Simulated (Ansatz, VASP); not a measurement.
ZnS: VASP beside Ansatz

INCAR

```
SYSTEM = ZnS
  PREC = Accurate
  ENCUT = 520
  EDIFF = 1E-6
  ISMEAR = -1
  SIGMA = 0.02
  LREAL = .False.
  LASPH = .True.
  NELM = 100
  ALGO = Normal
  ISIF = 2
  LWAVE = .False.
  LCHARG = .True.
  GGA = PE
  LELF = .True.
  LVHAR = .True.
  NBANDS = 16
```

The input KPOINTS:

```
regular mesh
0
Gamma
  8 8 8
  0 0 0
```

The input POSCAR:

```
ZnS
1.0
    0.0000000000      2.8018492648      2.5600519640
    2.8018492648      0.0000000000      2.5600519640
    2.8018492648      2.8018492648      0.0000000000
Zn S
1 1
Direct
    0.0000000000      0.0000000000      0.0000000000
    0.2500000000      0.2500000000      0.2500000000
```

Input for Ansatz:

```yaml
crystal:
  lattice:
    - [0.0, 2.8018492648, 2.560051964]
    - [2.8018492648, 0.0, 2.560051964]
    - [2.8018492648, 2.8018492648, 0.0]
  atoms:
    - { symbol: Zn, position: [0.0, 0.0, 0.0] }
    - { symbol: S, position: [0.25, 0.25, 0.25] }
kpoints:
  mp_grid: { grid: [8, 8, 8] }
  band_path:
    path:
      - [0.0, 0.0, 0.0]
      - [-0.5, -0.5, 0.0]
      - [-0.375, -0.375, 0.25]
      - [-0.375, 0.0, 0.375]
      - [0.0, 0.0, 0.5]
      - [-0.5, -0.25, 0.25]
    npoints: 1
hamiltonian:
  xc: pbe
scf:
  occupations: { method: fermi_dirac, width: 0.02 }
  n_extra_bands: 4
output:
  forces: true
  stress: true
  eigenvalues: true
```

Change from the starting cell: epitaxial_xy strain +4.0%.

Alike in both runs: task single point; functional PBE; k mesh 8 × 8 × 8; occupations fermi-dirac, width 0.02 eV; no spin polarisation.

|  | VASP | Ansatz |
| --- | --- | --- |
| version | VASP 6.6.1 | Ansatz 0.2.0 |
| potentials or method | VASP PAW PBE potentials, release 64 (Zn, S) | plane waves, PAW |
| plane-wave cutoff (eV) | 520 | 420 |
| valence electrons in the cell | 18 | 18 |

VASP gave:

* gap on the k mesh at the Fermi level (eV): 1.84
* pressure (GPa): 0.2
* traceless stress, the component that is largest in VASP (GPa): 2.07

Problem. What did Ansatz give for the same quantities?

Solution. gap on the k mesh at the Fermi level (eV): 1.83; pressure (GPa): 0.0; traceless stress, the component that is largest in VASP (GPa): 2.09.

With one functional, cell and mesh, what is left measures potentials, basis and numerics.
